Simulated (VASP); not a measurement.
# SnSe2 (P-3m1) in VASP: a series of runs

The runs below take SnSe2 through single point, with PBEsol+D3(BJ).

Everything below comes from runs of VASP 6.6.1. Logs are shortened: lines on timing, memory, paths and dates and some standing lists are left out, and cuts for length are marked.

**1. The cell of the first run**

The structure is trigonal, space group P-3m1 (No. 164). Conventional cell: a = 3.740 Å, b = 3.740 Å, c = 5.392 Å, α = 90.00°, β = 90.00°, γ = 120.00°. Sn (site symmetry -3m) has 6 Se at 2.68 Å within 3.5 Å. Se (site symmetry 3m) has 3 Sn at 2.68 Å and 3 Se at 3.10 Å within 3.5 Å.

**2. Single point, PBEsol+D3(BJ) (21.77 Å³/atom)**

Contents of INCAR:

```
PREC = Accurate
ENCUT = 520
EDIFF = 1E-6
ISMEAR = 0
SIGMA = 0.02
LREAL = False
LASPH = True
NELM = 80
ALGO = Normal
ISIF = 2
LWAVE = False
LCHARG = True
GGA = PS
IVDW = 12
LELF = True
LVHAR = True
NBANDS = 20
```

Contents of KPOINTS:

```
regular mesh
0
Gamma
  12 12 6
```

Contents of POSCAR:

```
SnSe2
1.0
    3.7396060633      0.0000000000      0.0000000000
   -1.8698030317      3.2385938510      0.0000000000
    0.0000000000      0.0000000000      5.3916408000
Sn Se
1 2
Direct
    0.0000000000      0.0000000000      0.0000000000
    0.3333333333      0.6666666667      0.2941696753
    0.6666666667      0.3333333333      0.7058303247
```

Potentials or basis: VASP PAW PBE potentials, release 64 (Sn_d, Se).

Run with:

```
cat potpaw_PBE.64/Sn_d/POTCAR potpaw_PBE.64/Se/POTCAR > POTCAR
mpirun -np 1 vasp_std > vasp.out
```

OUTCAR:

```text
PREC = Accurate
   ENCUT = 520
   EDIFF = 1E-6
   ISMEAR = 0
   LREAL = False
   LASPH = True
   NELM = 80
   ISIF = 2
   GGA = PS
   IVDW = 12
 IVDW          = 12

 ion  position               nearest neighbor table
   1  0.000  0.000  0.000-   2 2.68   3 2.68   3 2.68   2 2.68   3 2.68   2 2.68
   2  0.333  0.667  0.294-   1 2.68   1 2.68   1 2.68
   3  0.667  0.333  0.706-   1 2.68   1 2.68   1 2.68

  LATTYP: Found a hexagonal cell.
 ALAT       =     3.7396060633
 C/A-ratio  =     1.4417670495

  Lattice vectors:

 A1 = (   3.7396060633,   0.0000000000,   0.0000000000)
 A2 = (  -1.8698030317,   3.2385938510,   0.0000000000)
 A3 = (   0.0000000000,   0.0000000000,   5.3916408000)

Analysis of symmetry for initial positions (statically):
=====================================================================
 Subroutine PRICEL returns:
 Original cell was already a primitive cell.

 Routine SETGRP: Setting up the symmetry group for a
 hexagonal supercell.

 Subroutine GETGRP returns: Found 12 space group operations
 (whereof 12 operations were pure point group operations)
 out of a pool of 24 trial point group operations.

The static configuration has the point symmetry D_3d.

Analysis of symmetry for dynamics (positions and initial velocities):
=====================================================================
 Subroutine PRICEL returns:
 Original cell was already a primitive cell.

 Routine SETGRP: Setting up the symmetry group for a
 hexagonal supercell.

 Subroutine GETGRP returns: Found 12 space group operations
 (whereof 12 operations were pure point group operations)
 out of a pool of 24 trial point group operations.

The dynamic configuration has the point symmetry D_3d.

 Subroutine INISYM returns: Found 12 space group operations
 (whereof 12 operations are pure point group operations),
 and found     1 'primitive' translations

----------------------------------------------------------------------------------------

                                     Primitive cell

  volume of cell :      65.2985

  direct lattice vectors                    reciprocal lattice vectors
     3.739606063  0.000000000  0.000000000     0.267407845  0.154387992  0.000000000
    -1.869803032  3.238593851  0.000000000     0.000000000  0.308775983  0.000000000
     0.000000000  0.000000000  5.391640800     0.000000000  0.000000000  0.185472296

  length of vectors
     3.739606063  3.739606063  5.391640800     0.308775983  0.308775983  0.185472296

  position of ions in fractional coordinates (direct lattice)
     0.000000000  0.000000000  0.000000000
     0.333333333  0.666666667  0.294169675
     0.666666667  0.333333333  0.705830325

  ion indices of the primitive-cell ions
   primitive index   ion index
                 1           1
                 2           2
                 3           3

----------------------------------------------------------------------------------------

 KPOINTS: regular mesh

Automatic generation of k-mesh.
 Grid dimensions read from file:
 generate k-points for:   12   12    6

 Generating k-lattice:

  Cartesian coordinates                     Fractional coordinates (reciprocal lattice)
     0.022283987  0.012865666  0.000000000     0.083333333  0.000000000  0.000000000
     0.000000000  0.025731332  0.000000000     0.000000000  0.083333333  0.000000000
     0.000000000  0.000000000  0.030912049     0.000000000  0.000000000  0.166666667

  Length of vectors
     0.025731332  0.025731332  0.030912049

  Shift w.r.t. Gamma in fractional coordinates (k-lattice)
     0.000000000  0.000000000  0.000000000

 Subroutine IBZKPT returns following result:
 ===========================================

 Found    100 irreducible k-points:

 Following reciprocal coordinates:
            Coordinates               Weight
  0.000000  0.000000  0.000000      1.000000
  0.083333  0.000000  0.000000      6.000000
  0.166667  0.000000  0.000000      6.000000
  0.250000  0.000000  0.000000      6.000000
  0.333333  0.000000  0.000000      6.000000
  0.416667  0.000000  0.000000      6.000000
[... 16 lines left out ...]
  0.166667  0.000000  0.166667      6.000000
  0.000000  0.166667  0.166667      6.000000
 [... further k-points ...]
   k-points           NKPTS =    100   k-points in BZ     NKDIM =    100   number of bands    NBANDS=     20
   number of dos      NEDOS =    301   number of ions     NIONS =      3
   total plane-waves  NPLWV =  31360
   dimension x,y,z NGX =    28 NGY =   28 NGZ =   40
   dimension x,y,z NGXF=    56 NGYF=   56 NGZF=   80
   ions per type =               1   2
   NGX,Y,Z   is equivalent  to a cutoff of  12.45, 12.45, 12.33 a.u.
   NGXF,Y,Z  is equivalent  to a cutoff of  24.90, 24.90, 24.67 a.u.
 SYSTEM =  unknown system
   PREC   = accura    normal or accurate (medium, high low for compatibility)
   ISTART =      0    job   : 0-new  1-cont  2-samecut
   ICHARG =      2    charge: 1-file 2-atom 10-const
   ISPIN  =      1    spin polarized calculation?
   LNONCOLLINEAR =      F non collinear calculations
   LSORBIT =      F    spin-orbit coupling
   LASPH  =      T    aspherical Exc in radial PAW
   ENCUT  =  520.0 eV  38.22 Ry    6.18 a.u.   6.95  6.95 10.02*2*pi/ulx,y,z
   NELM   =     80;   NELMIN=  2; NELMDL= -5     # of ELM steps
   EDIFF  = 0.1E-05   stopping-criterion for ELM
   LREAL  =      F    real-space projection
   EDIFFG = 0.1E-04   stopping-criterion for IOM
   NSW    =      0    number of steps for IOM
   IBRION =     -1    ionic relax: 0-MD 1-quasi-New 2-CG
   NFREE  =      0    steps in history (QN), initial steepest desc. (CG)
   ISIF   =      2    stress and relaxation
   ISYM   =      2    0-nonsym 1-usesym 2-fastsym
   POTIM  = 0.5000    time-step for ionic-motion
   TEBEG  =    0.0;   TEEND  =   0.0 temperature during run
   PSTRESS=    0.0 pullay stress
   NELECT =      26.0000    total number of electrons
   NUPDOWN=      -1.0000    fix difference up-down
   EMIN   =  10.00;   EMAX   =-10.00  energy-range for DOS
   EFERMI =   0.00;   METHOD = LEGACY
   ISMEAR =     0;   SIGMA  =   0.02  broadening in eV -4-tet -1-fermi 0-gaus
   EFERMI_NEDOS =   21; number of points for ismear=-14 and -15
   IALGO  =     38    algorithm
   IMIX   =      4    mixing-type and parameters
     AMIX     =   0.40;   BMIX     =  1.00
     AMIX_MAG =   1.60;   BMIX_MAG =  1.00
  volume/ion in A,a.u.               =      21.77       146.89
  Fermi-wavevector in a.u.,A,eV,Ry     =   1.204384  2.275955 19.735794  1.450540
  Thomas-Fermi vector in A             =   2.340110
   LORBIT       =      0    0 simple, 1 ext, 2 COOP (PROOUT), +10 PAW based schemes
   GGA     = PS    functional components
   LHFCALC =     F    Hartree Fock is set to
   AEXX    =    0.0000 exact exchange contribution
   IVDW    =    12    specifies the selected vdW correction
   LEPSILON=     F    determine dielectric tensor
   LRPA    =     F    only Hartree local field effects (RPA)
 non-spin polarized calculation
 Gauss-broadening in eV      SIGMA  =   0.02
  energy-cutoff  :      520.00
  volume of cell :       65.30
 maximum number of plane-waves:      1774
   NGX = 13   NGY = 13   NGZ = 21

 number of electron      25.9999995 magnetization

 Free energy of the ion-electron system (eV)
  ---------------------------------------------------
  ext. energy  EPLUGINS =         0.00000000
  ---------------------------------------------------
  free energy    TOTEN  =       -12.74312943 eV

  energy without entropy =      -12.74302975  energy(sigma->0) =      -12.74307959

 E-fermi :   6.5874     XC(G=0): -10.5891

 val. band max:        6.5736503308   @ k =   0.1667   0.0833   0.1667
 cond. band min:       6.6566456714   @ k =   0.1667   0.0000   0.1667
 fundamental gap:      0.0829953406
 Fermi energy:         6.5874419358

 k-point     1 :       0.0000    0.0000    0.0000
  band No.  band energies     occupation
      1     -15.1063      2.00000
      2     -15.1063      2.00000
      3     -15.0639      2.00000
      4     -15.0447      2.00000
      5     -15.0447      2.00000
      6      -8.6867      2.00000
[... 12 lines left out ...]
     19      15.4257      0.00000
     20      15.4279      0.00000

 k-point     2 :       0.0833    0.0000    0.0000
  band No.  band energies     occupation
      1     -15.1102      2.00000
      2     -15.1031      2.00000
      3     -15.0615      2.00000
      4     -15.0470      2.00000
      5     -15.0443      2.00000
      6      -8.6109      2.00000
[... 12 lines left out ...]
     19      14.2139      0.00000
     20      15.1685      0.00000

 k-point     3 :       0.1667    0.0000    0.0000
  band No.  band energies     occupation
      1     -15.1218      2.00000
      2     -15.0952      2.00000
      3     -15.0570      2.00000
      4     -15.0500      2.00000
      5     -15.0424      2.00000
      6      -8.3872      2.00000
[... 12 lines left out ...]
     19      13.7482      0.00000
     20      15.0128      0.00000

 k-point     4 :       0.2500    0.0000    0.0000
  band No.  band energies     occupation
      1     -15.1390      2.00000
      2     -15.0871      2.00000
      3     -15.0623      2.00000
      4     -15.0411      2.00000
      5     -15.0369      2.00000
      6      -8.0289      2.00000
[... 12 lines left out ...]
     19      14.0515      0.00000
     20      15.4918      0.00000

 k-point     5 :       0.3333    0.0000    0.0000
  band No.  band energies     occupation
      1     -15.1571      2.00000
      2     -15.0825      2.00000
      3     -15.0689      2.00000
      4     -15.0301      2.00000
      5     -15.0278      2.00000
      6      -7.5678      2.00000
[... 12 lines left out ...]
     19      15.1263      0.00000
     20      16.5634      0.00000
[... 353 lines left out ...]
      6      -8.4987      2.00000
[... 12 lines left out ...]
     19      14.4764      0.00000
     20      15.2029      0.00000

 k-point    22 :       0.0000    0.0833    0.1667
  band No.  band energies     occupation
      1     -15.1102      2.00000
      2     -15.1031      2.00000
      3     -15.0612      2.00000
      4     -15.0470      2.00000
      5     -15.0444      2.00000
      6      -8.4984      2.00000
[... 12 lines left out ...]
     19      14.4038      0.00000
     20      14.6684      0.00000

 k-point    23 :       0.1667    0.0000    0.1667
  band No.  band energies     occupation
      1     -15.1219      2.00000
      2     -15.0952      2.00000
      3     -15.0567      2.00000
      4     -15.0500      2.00000
      5     -15.0424      2.00000
      6      -8.2777      2.00000
[... 12 lines left out ...]
     19      14.4653      0.00000
     20      15.1919      0.00000

 k-point    24 :       0.0000    0.1667    0.1667
  band No.  band energies     occupation
      1     -15.1218      2.00000
      2     -15.0952      2.00000
      3     -15.0571      2.00000
      4     -15.0498      2.00000
      5     -15.0424      2.00000
      6      -8.2758      2.00000
[... 12 lines left out ...]
     19      13.8653      0.00000
     20      14.4707      0.00000

 [... further k-points ...]

------------------------ aborting loop because EDIFF is reached ----------------------------------------

 Edisp (eV)   -1.17365

 E8    (eV) :    -0.7738

  FORCE on cell =-STRESS in cart. coord.  units (eV):
  Direction    XX          YY          ZZ          XY          YZ          ZX
  --------------------------------------------------------------------------------------
  -------------------------------------------------------------------------------------
  Total       2.19223     2.19223     2.19491    -0.00000    -0.00000     0.00000
  in kB      53.78899    53.78899    53.85476    -0.00000    -0.00000     0.00000
  external pressure =       53.81 kB  Pullay stress =        0.00 kB

 VOLUME and BASIS-vectors are now :
 -----------------------------------------------------------------------------
  energy-cutoff  :      520.00
  volume of cell :       65.30
      direct lattice vectors                 reciprocal lattice vectors
     3.739606063  0.000000000  0.000000000     0.267407845  0.154387992  0.000000000
    -1.869803032  3.238593851  0.000000000     0.000000000  0.308775983  0.000000000
     0.000000000  0.000000000  5.391640800     0.000000000  0.000000000  0.185472296

 POSITION                                       TOTAL-FORCE (eV/Angst)
 -----------------------------------------------------------------------------------
      0.00000      0.00000      0.00000        -0.000000      0.000000     -0.000000
     -0.00000      2.15906      1.58606         0.000000     -0.000000      0.019475
      1.86980      1.07953      3.80558        -0.000000      0.000000     -0.019475
 -----------------------------------------------------------------------------------
    total drift:                               -0.000000      0.000000      0.000000

  FREE ENERGIE OF THE ION-ELECTRON SYSTEM (eV)
  ---------------------------------------------------
  free  energy   TOTEN  =       -13.9167751427 eV

  energy  without entropy=      -13.9166754674  energy(sigma->0) =      -13.91672531
```

It took 2.8 min on 1 thread of Intel Xeon 8259CL, shared host; peak memory 0.28 GiB.

What came out:

| Item | Value |
| --- | --- |
| Free energy | -13.9168 eV |
| Pressure | 5.4 GPa |
| Largest force | 0.019 eV/Å |
| Band gap on the k mesh | zero (bands 13 and 14 overlap by 0.70 eV) |
| Dispersion energy per atom | -0.391 eV |

Forces on the atoms (eV/Å):
```
Sn   0.000  0.000  0.000
Se   0.000  0.000  0.019
Se   0.000  0.000 -0.019
```

Caveat: the cell stands under pressure; semilocal functionals underestimate gaps, so a narrow gap can read as zero; the PAW data sets were made with another functional, which shifts forces and pressure a little; spin-orbit coupling is left out, which moves the levels of the heavy elements.

**3. Single point, PBEsol+D3(BJ) (22.48 Å³/atom)**

This run uses another cell than the first one, of 22.48 Å³/atom.

Contents of INCAR:

```
  PREC = Accurate
  ENCUT = 520
  EDIFF = 1E-7
  ISMEAR = 0
  SIGMA = 0.02
  LREAL = F
  LASPH = T
  NELM = 60
  ALGO = Normal
  ISIF = 2
  LWAVE = F
  LCHARG = F
  GGA = PS
  IVDW = 12
  NBANDS = 20
```

KPOINTS is that of step 2.

Contents of POSCAR:

```
SnSe2
1.0
    3.7603597706      0.0000000000      0.0000000000
   -1.8801798853      3.2565670887      0.0000000000
    0.0000000000      0.0000000000      5.5080811143
Sn Se
1 2
Direct
    0.0000000000      0.0000000000      0.0000000000
    0.3333333333      0.6666666667      0.2875666156
    0.6666666667      0.3333333333      0.7124333844
```

Potentials or basis: VASP PAW PBE potentials, release 64 (Sn_d, Se).

Run with:

```
cat potpaw_PBE.64/Sn_d/POTCAR potpaw_PBE.64/Se/POTCAR > POTCAR
mpirun -np 1 vasp_std > vasp.out
```

Run time: 3.3 min. Hardware: 1 thread of Intel Xeon 8259CL, shared host; peak memory 0.28 GiB.

It converged, with:

| Property | Result |
| --- | --- |
| Free energy | -13.9702 eV |
| Pressure | 3.2 GPa |
| Largest force | 0.027 eV/Å |
| Band gap on the k mesh | zero (bands 13 and 14 overlap by 0.37 eV) |
| Dispersion energy per atom | -0.378 eV |

Forces on the atoms (eV/Å):
```
Sn   0.000  0.000  0.000
Se   0.000  0.000  0.027
Se   0.000  0.000 -0.027
```

Levels at points of the mesh, in eV from the Fermi level:
```csv
k point,band 9,band 10,band 11,band 12,band 13,band 14,band 15,band 16,band 17,band 18
"(0.00, 0.00, 0.00)",-1.22,-1.22,-1.08,-1.08,-0.13,0.52,2.66,4.36,4.36,7.84
"(0.50, 0.00, 0.00)",-4.84,-4.35,-3.48,-2.87,-0.52,1.26,3.08,3.95,4.15,7.26
"(0.00, 0.00, 0.50)",-3.37,-1.50,-1.50,-0.57,-0.57,2.42,2.72,3.54,3.54,6.16
"(0.50, 0.00, 0.50)",-6.22,-2.78,-2.34,-1.91,-1.82,0.71,3.34,4.22,5.50,6.10
```

Caveat: the cell stands under pressure; semilocal functionals underestimate gaps, so a narrow gap can read as zero; the PAW data sets were made with another functional, which shifts forces and pressure a little; spin-orbit coupling is left out, which moves the levels of the heavy elements.
